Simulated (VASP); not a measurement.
Write the native input for VASP 6.6.1 that does the following.

* Task: single point
* Functional: PBEsol
* Potentials or basis: VASP PAW PBE potentials, release 64 (Li_sv)
* Cutoff: 520 eV
* k mesh: 16 × 16 × 9
* Occupations: fermi-dirac, width 0.05 eV
* Spin: no spin polarisation
* Dipole correction: no
* Further INCAR settings: ALGO = Normal; EDIFF = 1e-06; NBANDS = 10

The structure of Li lies in POSCAR:

```
Li
1.0
    3.0544211454      0.0000000000      0.0000000000
   -1.5272105727      2.6452063058      0.0000000000
    0.0000000000      0.0000000000      4.9952014092
Li
2
Direct
    0.3333333333      0.6666666667      0.2500000000
    0.6666666667      0.3333333333      0.7500000000
```

One way to write it, as run:

INCAR

```
PREC     = Accurate       # precision mode
ENCUT    = 520            # plane-wave cutoff, eV
EDIFF    = 1E-6           # SCF threshold, eV
ISMEAR   = -1             # smearing method
SIGMA    = 0.05           # smearing width, eV
LREAL    = False          # projectors in reciprocal space
LASPH    = True           # aspherical terms in the spheres
NELM     = 100            # most SCF steps
ALGO     = Normal         # electronic algorithm
ISIF     = 2              # what is computed and relaxed
LWAVE    = False          # write WAVECAR
LCHARG   = False          # write CHGCAR
GGA      = PS             # functional
NBANDS   = 10             # bands
```

KPOINTS

```
regular mesh
0
Gamma
  16 16 9
```

Potentials or basis: VASP PAW PBE potentials, release 64 (Li_sv).

Command:

```sh
$ cat potpaw_PBE.64/Li_sv/POTCAR > POTCAR
$ mpirun -np 1 vasp_std > vasp.out
```

It gave:

```
Band gap on the k mesh : zero (band 3 reaches 2.43 eV, above the bottom of band 4 at -1.55 eV)
```

Run time: 14 s on 1 thread of Intel Xeon 6975P-C, on a shared host, peak memory 0.18 GiB.
